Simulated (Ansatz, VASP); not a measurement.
Two plane-wave programs on Ni

File POSCAR:

```
Ni
1.0
    0.0000000000      1.7380692641      1.7380692641
    1.7380692641      0.0000000000      1.7380692641
    1.7380692641      1.7380692641      0.0000000000
Ni
1
Direct
    0.0000000000      0.0000000000      0.0000000000
```

File INCAR.step1:

```
PREC = Accurate ; ENCUT = 520
ISMEAR = 1 ; SIGMA = 0.01
LREAL = False ; LASPH = True
NELM = 150 ; ISPIN = 2
MAGMOM = 0.807 ; LMAXMIX = 4
NBANDS = 15 ; GGA = PE
ALGO = Normal ; EDIFF = 1E-4
LWAVE = True ; LCHARG = False
```

The input INCAR.step2:

```
PREC = Accurate ; ENCUT = 520
EDIFF = 1E-6 ; ISMEAR = 1
SIGMA = 0.01 ; LREAL = False
LASPH = True ; NELM = 150
ALGO = Normal ; ISIF = 2
LWAVE = False ; LCHARG = False
ISPIN = 2 ; MAGMOM = 0.807
LORBIT = 11 ; LMAXMIX = 4
METAGGA = R2SCAN ; LMIXTAU = True
NBANDS = 15 ; ISTART = 1
```

File KPOINTS:

```
regular mesh
0
Gamma
  15 15 15
```

Input for Ansatz:

```yaml
crystal:
  lattice:
    - [0.0, 1.7380692641, 1.7380692641]
    - [1.7380692641, 0.0, 1.7380692641]
    - [1.7380692641, 1.7380692641, 0.0]
  atoms:
    - { symbol: Ni, position: [0.0, 0.0, 0.0], spin: 0.807 }
hamiltonian:
  xc: r2scan
  pseudopotentials:
    kind: paw
    azcp:
      Ni: "pseudopotentials/Ni.paw.azcp"
basis:
  ecutwfc: 500
  fft_grid_basis: typed
kpoints:
  mp_grid: { grid: [15, 15, 15], shift: [0, 0, 0] }
magnetization:
  spin_polarized: true
scf:
  occupations: { method: methfessel_paxton, width: 0.01 }
  lower_state_search: "off"
output:
  stress: true
```

Alike in both runs: task single point; functional r2SCAN; k mesh 15 × 15 × 15; occupations methfessel-paxton of order 1, width 0.01 eV; collinear spin.

```csv
,VASP,Ansatz
version,VASP 6.6.1,Ansatz 0.2.0
potentials or method,"VASP PAW PBE potentials, release 64 (Ni), cutoff 520 eV","plane waves (500 eV) with PAW, scalar-relativistic"
valence electrons in the cell,10,18
```

|  | VASP | Ansatz | Ansatz less VASP |
| --- | --- | --- | --- |
| pressure (GPa) | 0.3 | 0.1 | -0.21 |
| net moment per atom (μB) | 0.68 | 0.73 | +0.043 |
| size of the moment on the site where the two differ most (μB) | 0.70 | 0.79 | +0.089 |

VASP's potentials were made for PBE, not for r2SCAN. Site moments also hang on the region over which each program counts them. VASP's potentials hold 10 valence electrons a cell and Ansatz's 18, so a difference there can come from the potentials and not from the codes. Ansatz's warnings: stability check not made.
